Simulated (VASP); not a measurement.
# MoS2 (P6_3/mmc) in VASP: a series of runs, part 2 of 2

VASP 6.6.1. Earlier steps stand in the parts before.

**4. Single point, PBE, collinear spin**

This run uses another cell than the first one, of 19.68 Å³/atom.

Input file INCAR:

```
SYSTEM = MoS2
PREC     = Accurate       ! precision mode
ENCUT    = 520            ! plane-wave cutoff, eV
EDIFF    = 1E-7           ! SCF threshold, eV
ISMEAR   = 0              ! smearing method
SIGMA    = 0.1            ! smearing width, eV
LREAL    = .FALSE.        ! projectors in reciprocal space
LASPH    = .TRUE.         ! aspherical terms in the spheres
NELM     = 150            ! most SCF steps
ALGO     = Normal         ! electronic algorithm
ISIF     = 2              ! what is computed and relaxed
LWAVE    = .FALSE.        ! write WAVECAR
LCHARG   = .FALSE.        ! write CHGCAR
ISPIN    = 2              ! spin polarisation
MAGMOM   = 1 1 0 0 0 0    ! initial moments
LORBIT   = 11             ! projections on sites
LMAXMIX  = 4              ! l up to which the mixer works
GGA      = PE             ! functional
NBANDS   = 39             ! bands
```

Input file KPOINTS:

```
regular mesh
0
G
  6 6 2
  0 0 0
```

Input file POSCAR:

```
MoS2
1.0
    3.1922379121      0.0000000000      0.0000000000
   -1.5961189561      2.7645591268      0.0000000000
    0.0000000000      0.0000000000     13.3782940000
Mo S
2 4
Direct
    0.6666666700      0.3333333300      0.2500000000
    0.3333333300      0.6666666700      0.7500000000
    0.6666666700      0.3333333300      0.6330820000
    0.3333333300      0.6666666700      0.3669180000
    0.6666666700      0.3333333300      0.8669180000
    0.3333333300      0.6666666700      0.1330820000
```

Potentials or basis: VASP PAW PBE potentials, release 64 (Mo_sv, S).

On the command line:

```console
> cat potpaw_PBE.64/Mo_sv/POTCAR potpaw_PBE.64/S/POTCAR > POTCAR
> mpirun -np 1 vasp_std > vasp.out
```

OUTCAR:

```text
SYSTEM = MoS2
   PREC = Accurate
   ENCUT = 520
   EDIFF = 1E-7
   ISMEAR = 0
   LREAL = .FALSE.
   LASPH = .TRUE.
   NELM = 150
   ISIF = 2
   ISPIN = 2
   LORBIT = 11
   GGA = PE

 ion  position               nearest neighbor table
   1  0.667  0.333  0.250-   4 2.42   6 2.42   4 2.42   6 2.42   4 2.42   6 2.42
   2  0.333  0.667  0.750-   3 2.42   5 2.42   3 2.42   5 2.42   3 2.42   5 2.42
   3  0.667  0.333  0.633-   2 2.42   2 2.42   2 2.42
   4  0.333  0.667  0.367-   1 2.42   1 2.42   1 2.42
   5  0.667  0.333  0.867-   2 2.42   2 2.42   2 2.42
   6  0.333  0.667  0.133-   1 2.42   1 2.42   1 2.42

  LATTYP: Found a hexagonal cell.
 ALAT       =     3.1922379121
 C/A-ratio  =     4.1908824995

  Lattice vectors:

 A1 = (   3.1922379121,   0.0000000000,   0.0000000000)
 A2 = (  -1.5961189561,   2.7645591268,   0.0000000000)
 A3 = (   0.0000000000,   0.0000000000,  13.3782940000)

Analysis of symmetry for initial positions (statically):
=====================================================================
 Subroutine PRICEL returns:
 Original cell was already a primitive cell.

[... 1351 lines left out ...]
  Total       -0.5656346     -0.5656346     -0.2981011      0.0000000     -0.0000000      0.0000000
  in kB       -7.6758178     -7.6758178     -4.0453144      0.0000000     -0.0000000      0.0000000
  external PRESSURE =      -6.4656500 kB  Pullay stress =       0.0000000 kB

 VOLUME and BASIS-vectors are now :
 -----------------------------------------------------------------------------
  energy-cutoff  :      520.00
  volume of cell :      118.07
      direct lattice vectors                 reciprocal lattice vectors
     3.192237912  0.000000000  0.000000000     0.313259860  0.180860664  0.000000000
    -1.596118956  2.764559127  0.000000000     0.000000000  0.361721328  0.000000000
     0.000000000  0.000000000 13.378294000     0.000000000  0.000000000  0.074747946

 POSITION                                       TOTAL-FORCE (eV/Angst)
 -----------------------------------------------------------------------------------
      1.59612      0.92152      3.34457         0.000000      0.000000      0.000000
     -0.00000      1.84304     10.03372        -0.000000     -0.000000      0.000000
      1.59612      0.92152      8.46956        -0.000000      0.000000      0.099873
     -0.00000      1.84304      4.90874         0.000000     -0.000000     -0.099873
      1.59612      0.92152     11.59788        -0.000000      0.000000     -0.099873
     -0.00000      1.84304      1.78041        -0.000000     -0.000000      0.099873
 -----------------------------------------------------------------------------------
    total drift:                               -0.000014      0.000008     -0.000000

  FREE ENERGIE OF THE ION-ELECTRON SYSTEM (eV)
  ---------------------------------------------------
  free  energy   TOTEN  =       -43.6982336951 eV

  energy  without entropy=      -43.6982336951  energy(sigma->0) =      -43.69823370

 total charge

# of ion       s       p       d       tot
------------------------------------------
    1        2.286   6.213   3.920  12.419
    2        2.286   6.213   3.920  12.419
    3        1.363   2.334   0.000   3.697
    4        1.363   2.334   0.000   3.697
    5        1.363   2.334   0.000   3.697
    6        1.363   2.334   0.000   3.697
--------------------------------------------------
tot         10.026  21.762   7.839  39.627

 magnetization (x)

# of ion       s       p       d       tot
------------------------------------------
    1        0.000   0.000  -0.000  -0.000
    2        0.000   0.000  -0.000  -0.000
    3       -0.000  -0.000   0.000  -0.000
    4       -0.000  -0.000   0.000  -0.000
    5       -0.000  -0.000   0.000  -0.000
    6       -0.000  -0.000   0.000  -0.000
--------------------------------------------------
tot         -0.000  -0.000  -0.000  -0.000
```

It took 91 s on 1 thread of AMD EPYC 9R45 (Zen 5), shared host; peak memory 0.28 GiB.

What came out:

- Free energy: -43.6982 eV
- Pressure: -0.6 GPa
- Largest force: 0.100 eV/Å
- Band gap on the k mesh: 1.22 eV (least direct gap 1.63 eV)
- Net moment: 0.00 μB per cell
- Valence electrons inside the program's atomic spheres: Mo 12.42; S 3.70

Forces on the atoms (eV/Å):
```
Mo   0.000  0.000  0.000
Mo   0.000  0.000  0.000
S    0.000  0.000  0.100
S    0.000  0.000 -0.100
S    0.000  0.000 -0.100
S    0.000  0.000  0.100
```

Stress tensor (GPa, compression positive):
```
-0.77  0.00  0.00
 0.00 -0.77  0.00
 0.00  0.00 -0.40
```

Levels at points of the mesh, in eV from the valence-band top:
Spin up:
```
           k point  band 23  band 24  band 25  band 26  band 27  band 28  band 29  band 30
(0.00, 0.00, 0.00)    -1.92    -1.47    -0.73     0.00     2.31     2.31     2.32     2.32
(0.50, 0.00, 0.00)    -1.44    -1.38    -1.07    -1.03     1.79     1.80     2.23     2.37
(0.00, 0.00, 0.50)    -1.92    -1.92    -0.24    -0.24     2.31     2.31     2.31     2.31
(0.50, 0.00, 0.50)    -1.41    -1.41    -1.05    -1.05     1.80     1.80     2.30     2.30
```
Spin down:
```tsv
k point	band 22	band 23	band 24	band 25	band 26	band 27	band 28	band 29	band 30	band 31
(0.00, 0.00, 0.00)	-1.92	-1.92	-1.47	-0.73	0.00	2.31	2.31	2.32	2.32	2.53
(0.50, 0.00, 0.00)	-2.26	-1.44	-1.38	-1.07	-1.03	1.79	1.80	2.23	2.37	3.18
(0.00, 0.00, 0.50)	-1.92	-1.92	-1.92	-0.24	-0.24	2.31	2.31	2.31	2.31	2.56
(0.50, 0.00, 0.50)	-2.30	-1.41	-1.41	-1.05	-1.05	1.80	1.80	2.30	2.30	3.42
```

Caveat: this functional lacks dispersion, which binds the layers, so the pressure and a relaxed spacing across them are unreliable. A k mesh can miss the band edges.

**5. Relaxation of cell and atoms, PBE**

This run uses another cell than the first one, of 19.68 Å³/atom.

Input file INCAR:

```
SYSTEM = MoS2
  ALGO = Normal
  EDIFF = 1E-7
  EDIFFG = -0.005
  ENCUT = 600
  GGA = PE
  IBRION = 2
  ISIF = 3
  ISMEAR = 0
  LASPH = .TRUE.
  LCHARG = .FALSE.
  LREAL = .FALSE.
  LWAVE = .FALSE.
  NELM = 80
  NSW = 100
  PREC = Accurate
  SIGMA = 0.02
```

Input file KPOINTS:

```
k-points
0
G
  12 12 2
  0 0 0
```

POSCAR is that of step 4.

Potentials or basis: VASP PAW PBE potentials, release 64 (Mo_sv, S).

On the command line:

```console
> cat potpaw_PBE.64/Mo_sv/POTCAR potpaw_PBE.64/S/POTCAR > POTCAR
> mpirun -np 1 vasp_std > vasp.out
```

OUTCAR:

```text
SYSTEM = MoS2
   EDIFF = 1E-7
   EDIFFG = -0.005
   ENCUT = 600
   GGA = PE
   IBRION = 2
   ISIF = 3
   ISMEAR = 0
   LASPH = .TRUE.
   LREAL = .FALSE.
   NELM = 80
   NSW = 100
   PREC = Accurate

 ion  position               nearest neighbor table
   1  0.667  0.333  0.250-   4 2.42   6 2.42   4 2.42   6 2.42   4 2.42   6 2.42
   2  0.333  0.667  0.750-   3 2.42   5 2.42   3 2.42   5 2.42   3 2.42   5 2.42
   3  0.667  0.333  0.633-   2 2.42   2 2.42   2 2.42
   4  0.333  0.667  0.367-   1 2.42   1 2.42   1 2.42
   5  0.667  0.333  0.867-   2 2.42   2 2.42   2 2.42
   6  0.333  0.667  0.133-   1 2.42   1 2.42   1 2.42

  LATTYP: Found a hexagonal cell.
 ALAT       =     3.1922379121
 C/A-ratio  =     4.1908824995

  Lattice vectors:

 A1 = (   3.1922379121,   0.0000000000,   0.0000000000)
 A2 = (  -1.5961189561,   2.7645591268,   0.0000000000)
 A3 = (   0.0000000000,   0.0000000000,  13.3782940000)

Analysis of symmetry for initial positions (statically):
=====================================================================
 Subroutine PRICEL returns:
 Original cell was already a primitive cell.

 Routine SETGRP: Setting up the symmetry group for a
 hexagonal supercell.

 Subroutine GETGRP returns: Found 24 space group operations
 (whereof 12 operations were pure point group operations)
 out of a pool of 24 trial point group operations.

The static configuration has the point symmetry D_3d.
 The point group associated with its full space group is D_6h.

Analysis of symmetry for dynamics (positions and initial velocities):
=====================================================================
 Subroutine PRICEL returns:
 Original cell was already a primitive cell.

 Routine SETGRP: Setting up the symmetry group for a
 hexagonal supercell.

 Subroutine GETGRP returns: Found 24 space group operations
 (whereof 12 operations were pure point group operations)
 out of a pool of 24 trial point group operations.

The dynamic configuration has the point symmetry D_3d.
 The point group associated with its full space group is D_6h.

 Subroutine INISYM returns: Found 24 space group operations
 (whereof 12 operations are pure point group operations),
 and found     1 'primitive' translations

----------------------------------------------------------------------------------------

                                     Primitive cell

  volume of cell :     118.0652

  direct lattice vectors                    reciprocal lattice vectors
     3.192237912  0.000000000  0.000000000     0.313259860  0.180860664  0.000000000
    -1.596118956  2.764559127  0.000000000     0.000000000  0.361721328  0.000000000
     0.000000000  0.000000000 13.378294000     0.000000000  0.000000000  0.074747946

  length of vectors
     3.192237912  3.192237912 13.378294000     0.361721328  0.361721328  0.074747946

  position of ions in fractional coordinates (direct lattice)
     0.666666670  0.333333330  0.250000000
     0.333333330  0.666666670  0.750000000
     0.666666670  0.333333330  0.633082000
     0.333333330  0.666666670  0.366918000
     0.666666670  0.333333330  0.866918000
     0.333333330  0.666666670  0.133082000

  ion indices of the primitive-cell ions
   primitive index   ion index
                 1           1
                 2           2
                 3           3
                 4           4
                 5           5
                 6           6

[... 61 lines left out ...]
 SYSTEM =  MoS2
   PREC   = accura    normal or accurate (medium, high low for compatibility)
   ISTART =      0    job   : 0-new  1-cont  2-samecut
   ICHARG =      2    charge: 1-file 2-atom 10-const
   ISPIN  =      1    spin polarized calculation?
   LNONCOLLINEAR =      F non collinear calculations
   LSORBIT =      F    spin-orbit coupling
   LASPH  =      T    aspherical Exc in radial PAW
   ENCUT  =  600.0 eV  44.10 Ry    6.64 a.u.   6.38  6.38 26.72*2*pi/ulx,y,z
   NELM   =     80;   NELMIN=  2; NELMDL= -5     # of ELM steps
   EDIFF  = 0.1E-06   stopping-criterion for ELM
   LREAL  =      F    real-space projection
   EDIFFG = -.5E-02   stopping-criterion for IOM
   NSW    =    100    number of steps for IOM
   IBRION =      2    ionic relax: 0-MD 1-quasi-New 2-CG
   NFREE  =      1    steps in history (QN), initial steepest desc. (CG)
   ISIF   =      3    stress and relaxation
   ISYM   =      2    0-nonsym 1-usesym 2-fastsym
   POTIM  = 0.5000    time-step for ionic-motion
   TEBEG  =    0.0;   TEEND  =   0.0 temperature during run
   PSTRESS=    0.0 pullay stress
   NELECT =      52.0000    total number of electrons
   NUPDOWN=      -1.0000    fix difference up-down
   EMIN   =  10.00;   EMAX   =-10.00  energy-range for DOS
   EFERMI =   0.00;   METHOD = LEGACY
   ISMEAR =     0;   SIGMA  =   0.02  broadening in eV -4-tet -1-fermi 0-gaus
   EFERMI_NEDOS =   21; number of points for ismear=-14 and -15
   IALGO  =     38    algorithm
   IMIX   =      4    mixing-type and parameters
     AMIX     =   0.40;   BMIX     =  1.00
     AMIX_MAG =   1.60;   BMIX_MAG =  1.00
  volume/ion in A,a.u.               =      19.68       132.79
  Fermi-wavevector in a.u.,A,eV,Ry     =   1.245571  2.353789 21.108736  1.551448
  Thomas-Fermi vector in A             =   2.379788
   LORBIT       =      0    0 simple, 1 ext, 2 COOP (PROOUT), +10 PAW based schemes
   GGA     = PE    functional components
   LHFCALC =     F    Hartree Fock is set to
   AEXX    =    0.0000 exact exchange contribution
   IVDW    =     0    specifies the selected vdW correction
   LEPSILON=     F    determine dielectric tensor
   LRPA    =     F    only Hartree local field effects (RPA)
 conjugate gradient relaxation of ions
 non-spin polarized calculation
 Gauss-broadening in eV      SIGMA  =   0.02
  energy-cutoff  :      600.00
  volume of cell :      118.07
 maximum number of plane-waves:      3981
 NGX is ok and might be reduce to    28
   NGX = 13   NGY = 13   NGZ = 53

--------------------------------------- Ionic step        1  -------------------------------------------

 number of electron      52.0000000 magnetization

 Free energy of the ion-electron system (eV)
  ---------------------------------------------------
  ext. energy  EPLUGINS =         0.00000000
  ---------------------------------------------------
  free energy    TOTEN  =       -43.70139889 eV

  energy without entropy =      -43.70139889  energy(sigma->0) =      -43.70139889

------------------------ aborting loop because EDIFF is reached ----------------------------------------

  FORCE on cell =-STRESS in cart. coord.  units (eV):
  Direction    XX          YY          ZZ          XY          YZ          ZX
  --------------------------------------------------------------------------------------
  -------------------------------------------------------------------------------------
  Total       -0.5636870     -0.5636870     -0.3142762      0.0000000      0.0000000      0.0000000
  in kB       -7.6493885     -7.6493885     -4.2648155      0.0000000      0.0000000      0.0000000
  external PRESSURE =      -6.5211975 kB  Pullay stress =       0.0000000 kB
[... 101 lines left out ...]
  FREE ENERGIE OF THE ION-ELECTRON SYSTEM (eV)
  ---------------------------------------------------
  free  energy   TOTEN  =       -43.7029275749 eV

  energy  without entropy=      -43.7029275749  energy(sigma->0) =      -43.70292757

 E-fermi :   6.0631     XC(G=0): -10.0786

 val. band max:        5.9260380929   @ k =   0.0000   0.0000   0.0000
 cond. band min:       7.2280503846   @ k =   0.3333   0.3333   0.0000
 fundamental gap:      1.3020122917
 Fermi energy:         6.0630799281

 k-point     1 :       0.0000    0.0000    0.0000
  band No.  band energies     occupation
      1     -55.3130      2.00000
      2     -55.3129      2.00000
      3     -29.4519      2.00000
      4     -29.4519      2.00000
      5     -29.2480      2.00000
      6     -29.2480      2.00000
[... 805 lines left out ...]
     30       7.8804      0.00000
     31       9.0076      0.00000

 [... further k-points ...]

[... ionic steps 4 to 15 ...]

--------------------------------------- Ionic step       16  -------------------------------------------

 number of electron      52.0000000 magnetization

------------------------ aborting loop because EDIFF is reached ----------------------------------------
[... 75 lines left out ...]
--------------------------------------- Ionic step       18  -------------------------------------------

 number of electron      52.0000000 magnetization

 Free energy of the ion-electron system (eV)
  ---------------------------------------------------
  ext. energy  EPLUGINS =         0.00000000
  ---------------------------------------------------
  free energy    TOTEN  =       -43.71277633 eV

  energy without entropy =      -43.71277633  energy(sigma->0) =      -43.71277633

 E-fermi :   5.5254     XC(G=0):  -9.7436

 val. band max:        5.3186879992   @ k =   0.0000   0.0000   0.0000
 cond. band min:       6.7015634775   @ k =   0.3333   0.3333   0.0000
 fundamental gap:      1.3828754784
 Fermi energy:         5.5253580591

 k-point     1 :       0.0000    0.0000    0.0000
  band No.  band energies     occupation
      1     -55.8299      2.00000
      2     -55.8299      2.00000
      3     -29.9681      2.00000
      4     -29.9681      2.00000
      5     -29.7664      2.00000
      6     -29.7664      2.00000
[... 840 lines left out ...]
  FREE ENERGIE OF THE ION-ELECTRON SYSTEM (eV)
  ---------------------------------------------------
  free  energy   TOTEN  =       -43.7127763340 eV

  energy  without entropy=      -43.7127763340  energy(sigma->0) =      -43.71277633

 reached required accuracy - stopping structural energy minimisation
```

Wall time 25 min (1 thread of AMD EPYC 9R45 (Zen 5), shared host); peak memory 0.34 GiB.

Results:

| Quantity | Value |
| --- | --- |
| Free energy | -43.7128 eV |
| Relaxed volume | 20.78 Å³/atom |
| Relaxed cell | a = 3.185 Å, b = 3.185 Å, c = 14.194 Å, α = 90.00°, β = 90.00°, γ = 120.00° |
| Space group after relaxing (to 0.1 Å) | P6_3/mmc (No. 194) |
| Energy gained by relaxing | 1.9 meV/atom |
| Ionic steps | 18 |
| Pressure after relaxing | 0.0 GPa |
| Band gap on the k mesh | 1.38 eV (least direct gap 1.66 eV) |

Step by step:
| step | energy change (eV) | largest force (eV/Å) | pressure (GPa) | volume (Å³) |
| --- | --- | --- | --- | --- |
| 1 | 0.0000 | 0.1050 | -0.65 | 118.07 |
| 2 | 0.0027 | 0.1510 | 1.33 | 116.70 |
| 3 | -0.0015 | 0.0094 | 0.08 | 117.55 |
| 4 | -0.0020 | 0.0312 | 0.10 | 117.58 |
| 5 | -0.0021 | 0.0515 | 0.11 | 117.61 |
| 6 | -0.0025 | 0.0513 | 0.10 | 117.76 |
| 7 | -0.0036 | 0.0504 | 0.06 | 118.19 |
| 8 | -0.0055 | 0.0479 | 0.00 | 119.07 |
| 9 | -0.0084 | 0.0385 | -0.10 | 120.82 |
| 10 | -0.0109 | 0.0004 | -0.17 | 124.34 |
| 11 | -0.0109 | 0.0378 | 0.40 | 124.47 |
| 12 | -0.0113 | 0.0194 | 0.12 | 124.41 |
| 13 | -0.0111 | 0.0522 | -0.10 | 124.88 |
| 14 | -0.0113 | 0.0054 | 0.04 | 124.57 |
| 15 | -0.0114 | 0.0132 | -0.07 | 124.73 |
| 16 | -0.0114 | 0.0103 | -0.02 | 124.66 |
| 17 | -0.0114 | 0.0068 | 0.03 | 124.69 |
| 18 | -0.0114 | 0.0011 | 0.00 | 124.68 |

Final structure:
```
CELL_PARAMETERS angstrom
3.18475 0.00000 0.00000
-1.59238 2.75808 0.00000
0.00000 0.00000 14.19404
ATOMIC_POSITIONS crystal
Mo 0.66667 0.33333 0.25000
Mo 0.33333 0.66667 0.75000
S 0.66667 0.33333 0.63996
S 0.33333 0.66667 0.36004
S 0.66667 0.33333 0.86004
S 0.33333 0.66667 0.13996
```

Caveat: this functional lacks dispersion, which binds the layers, so the pressure and a relaxed spacing across them are unreliable. A k mesh can miss the band edges.

**6. Overview**

```tsv
task	spin	cell	k mesh	cutoff (eV)	smearing	gap on the mesh (eV)	pressure (GPa)	largest force (eV/Å)
single point	off	a = 3.185, b = 3.185, c = 14.808 Å, angles 90.0, 90.0, 120.0°, 6 atoms, atomic positions A	12 × 12 × 2, shifted	520	gaussian 0.02 eV	1.59	-0.1	0.01
single point	off	a = 3.376, b = 3.376, c = 14.275 Å, angles 90.0, 90.0, 120.0°, 6 atoms, atomic positions A	12 × 12 × 2	520	gaussian 0.02 eV	0.29	-7.4	0.01
single point	collinear	a = 3.192, b = 3.192, c = 13.378 Å, angles 90.0, 90.0, 120.0°, 6 atoms, atomic positions B	6 × 6 × 2	520	gaussian 0.1 eV	1.22	-0.6	0.10
relaxation of cell and atoms	off	relaxed from a = 3.192, b = 3.192, c = 13.378 Å, angles 90.0, 90.0, 120.0°, 6 atoms, atomic positions B	12 × 12 × 2	600	gaussian 0.02 eV	1.38	0.0	-
```

Alike in all rows: level PBE; potentials or basis VASP PAW PBE potentials, release 64 (Mo_sv, S).

Caveats: this functional lacks dispersion, which binds the layers, so the pressure and a relaxed spacing across them are unreliable; a shifted mesh leaves out Γ, where band edges can lie (at least some runs); the cell stands under tension (at least some runs).

Absolute energies hang on the potentials; compare differences alone.
